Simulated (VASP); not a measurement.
A run of VASP 6.6.1:

File POSCAR:

```
Mg
1.0
    3.2624397304      0.0000000000      0.0000000000
   -1.6312198652      2.8253556849      0.0000000000
    0.0000000000      0.0000000000     10.6043572137
Mg
4
Direct
    0.0000000000      0.0000000000      0.0000000000
    0.0000000000      1.0000000000      0.5000000000
    0.3333333333      0.6666666667      0.2500000000
    0.6666666667      0.3333333333      0.7500000000
```

File INCAR.step1:

```
SYSTEM = Mg
  ALGO = Normal
  EDIFF = 1E-4
  ENCUT = 520
  GGA = PE
  ISMEAR = -1
  LASPH = .TRUE.
  LCHARG = .FALSE.
  LREAL = .FALSE.
  LWAVE = .TRUE.
  NBANDS = 12
  NELM = 80
  PREC = Accurate
  SIGMA = 0.1
```

Contents of INCAR.step2:

```
SYSTEM = Mg
  ALGO = Normal
  EDIFF = 1E-7
  ENCUT = 520
  ISIF = 2
  ISMEAR = -1
  ISTART = 1
  LASPH = .TRUE.
  LCHARG = .FALSE.
  LMIXTAU = .TRUE.
  LREAL = .FALSE.
  LWAVE = .FALSE.
  METAGGA = R2SCAN
  NBANDS = 12
  NELM = 80
  PREC = Accurate
  SIGMA = 0.1
```

File KPOINTS:

```
k-points
0
G
  13 13 4
  0 0 0
```

Potentials or basis: VASP PAW PBE potentials, release 64 (Mg).

Command:

```bash
$ cat potpaw_PBE.64/Mg/POTCAR > POTCAR
$ cp INCAR.step1 INCAR
$ mpirun -np 1 vasp_std > vasp.out
$ cp INCAR.step2 INCAR
$ mpirun -np 1 vasp_std > vasp.out
```

Hardware: 1 thread of AMD EPYC 9R45 96-Core Processor (Zen 5) (shared host).

**Question.** Estimate the wall time of this run.

**Answer.** Run time: 2.5 min on 1 thread of AMD EPYC 9R45 96-Core Processor (Zen 5), on a shared host, peak memory 0.22 GiB. Counts: k points 63.
